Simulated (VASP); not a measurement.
A run of VASP 6.6.1 is set up as follows.

The input INCAR:

```
SYSTEM = MgO5
PREC = Accurate
ENCUT = 520
EDIFF = 1E-6
ISMEAR = 0
SIGMA = 0.1
LREAL = .False.
LASPH = .True.
NELM = 150
ALGO = Normal
ISIF = 2
LWAVE = .False.
LCHARG = .False.
ISPIN = 2
MAGMOM = 0 1.59 1.59 1.59 1.59 1.59
LORBIT = 11
GGA = PE
NBANDS = 29
```

File KPOINTS:

```
Automatic mesh
0
Gamma
  10 10 10
  0 0 0
```

The input POSCAR:

```
MgO5
1.0
    0.0000000000      3.7414476934      3.7414476934
    3.7414476934      0.0000000000      3.7414476934
    3.7414476934      3.7414476934      0.0000000000
Mg O
1 5
Direct
    0.0000000000      0.0000000000      0.0000000000
    0.8471026909      0.4586919272      0.8471026909
    0.8471026909      0.8471026909      0.8471026909
    0.4586919272      0.8471026909      0.8471026909
    0.8471026909      0.8471026909      0.4586919272
    0.5000000000      0.5000000000      0.5000000000
```

Potentials or basis: VASP PAW PBE potentials, release 64 (Mg, O).

Launch:

```bash
$ cat potpaw_PBE.64/Mg/POTCAR potpaw_PBE.64/O/POTCAR > POTCAR
$ mpirun -np 1 vasp_std > vasp.out
```

(1) Estimate the pressure.

(2) Estimate the band gap on the k mesh.

## Answers

(1) -0.2 GPa.

(2) zero (filled and empty bands overlap).

Caveat: semilocal functionals underestimate gaps, so a narrow gap can read as zero.
